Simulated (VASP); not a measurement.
BAs, 2 atoms in the cell. Symmetry: F-43m, No. 216, cubic system. The conventional cell has a = 4.401 Å, b = 4.401 Å, c = 4.401 Å, α = 90.00°, β = 90.00°, γ = 90.00°. Within 2.5 Å of B (site symmetry -43m) lie 4 As at 1.91 Å. As (site symmetry -43m) has 4 B at 1.91 Å within 2.5 Å.  This cell differs from its parent crystal: strain -0.080 along x and y, -0.080 along z.

| Quantity | Value |
| --- | --- |
| Program | VASP 6.6.1 |
| Task | single point |
| Functional | r2SCAN |
| Potentials or basis | VASP PAW PBE potentials, release 64 (B, As) |
| Cutoff | 520 eV |
| k mesh | 10 × 10 × 10 |
| Occupations | gaussian, width 0.05 eV |
| Spin | no spin polarisation |
| Dipole correction | no |
| Further INCAR settings | ALGO = Normal; EDIFF = 1e-07; NBANDS = 11 |

Potentials or basis: VASP PAW PBE potentials, release 64 (B, As).

Run with:

```console
$ cat potpaw_PBE.64/B/POTCAR potpaw_PBE.64/As/POTCAR > POTCAR
$ cp INCAR.step1 INCAR
$ mpirun -np 1 vasp_std > vasp.out
$ cp INCAR.step2 INCAR
$ mpirun -np 1 vasp_std > vasp.out
```

Hardware: 1 thread of AMD EPYC 9R45 96-Core Processor (Zen 5), on a shared host.

Task: Estimate the wall time of this run.

Result: It took 30 s on 1 thread of AMD EPYC 9R45 96-Core Processor (Zen 5), with other jobs on the host, peak memory 0.12 GiB. Counts: k points 47.
